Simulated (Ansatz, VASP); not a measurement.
**One calculation of Sb, two programs**

INCAR

```
ALGO     = Normal         # electronic algorithm
DIPOL    = 0.5 0.5 0.345
EDIFF    = 1E-6           # SCF threshold, eV
ENCUT    = 520            # plane-wave cutoff, eV
GGA      = CA             # functional
IDIPOL   = 3            
ISIF     = 2              # what is computed and relaxed
ISMEAR   = 0              # smearing method
LASPH    = True           # aspherical terms in the spheres
LCHARG   = True           # write CHGCAR
LDIPOL   = True         
LELF     = True           # ELF
LREAL    = False          # projectors in reciprocal space
LVACPOTAV= True         
LVHAR    = True         
LWAVE    = False          # write WAVECAR
NBANDS   = 12             # bands
NELM     = 80             # most SCF steps
PREC     = Accurate       # precision mode
SIGMA    = 0.01           # smearing width, eV
```

Contents of KPOINTS:

```
k-points
0
Gamma
  12 12 1
```

The input POSCAR:

```
Sb
1.0
    4.1051830053      0.0000000000      0.0000000000
   -2.0525915027      3.5551927698      0.0000000000
    0.0000000000      0.0000000000     26.8552477996
Sb
2
Direct
    0.3333333333      0.6666666667      0.3149797942
    0.6666666667      0.3333333333      0.3749272228
```

Input for Ansatz:

```yaml
crystal:
  lattice:
    - [4.1051830053, 0.0, 0.0]
    - [-2.0525915027, 3.5551927698, 0.0]
    - [0.0, 0.0, 26.8552477996]
  atoms:
    - { symbol: Sb, position: [0.3333333333, 0.6666666667, 0.3149797942] }
    - { symbol: Sb, position: [0.6666666667, 0.3333333333, 0.3749272228] }
  periodic: [true, true, false]
kpoints:
  mp_grid: { grid: [12, 12, 1] }
  band_path:
    path:
      - [0.0, 0.0, 0.0]
      - [0.5, 0.0, 0.0]
      - [0.3333333333, 0.3333333333, 0.0]
      - [0.0, 0.307292, 0.0]
    npoints: 1
hamiltonian:
  xc: lda
scf:
  occupations: { method: fixed }
  n_extra_bands: 4
output:
  forces: true
  stress: true
  eigenvalues: true
```

Alike in both runs: task single point; functional LDA; k mesh 12 × 12 × 1; no spin polarisation.

|  | VASP | Ansatz |
| --- | --- | --- |
| version | VASP 6.6.1 | Ansatz 0.2.0 |
| potentials or method | VASP PAW LDA potentials, release 64 (Sb) | plane waves, PAW |
| plane-wave cutoff (eV) | 520 | 420 |
| occupations | gaussian, width 0.01 eV | fixed |
| valence electrons in the cell | 10 | 30 |

```csv
,VASP,Ansatz,Ansatz less VASP
gap on the k mesh at the Fermi level (eV),1.31,1.30,-0.010
rms of the force components (eV/Å),0.035,0.112,+0.0773
```

LDA's correlation is that of Perdew and Zunger in VASP and of Perdew and Wang (1992) in Ansatz. Atom by atom the forces differ by 0.077 eV/Å (rms over components). VASP's potentials hold 10 valence electrons a cell and Ansatz's 30, so a difference there can come from the potentials and not from the codes.

Spin-orbit coupling is off throughout.
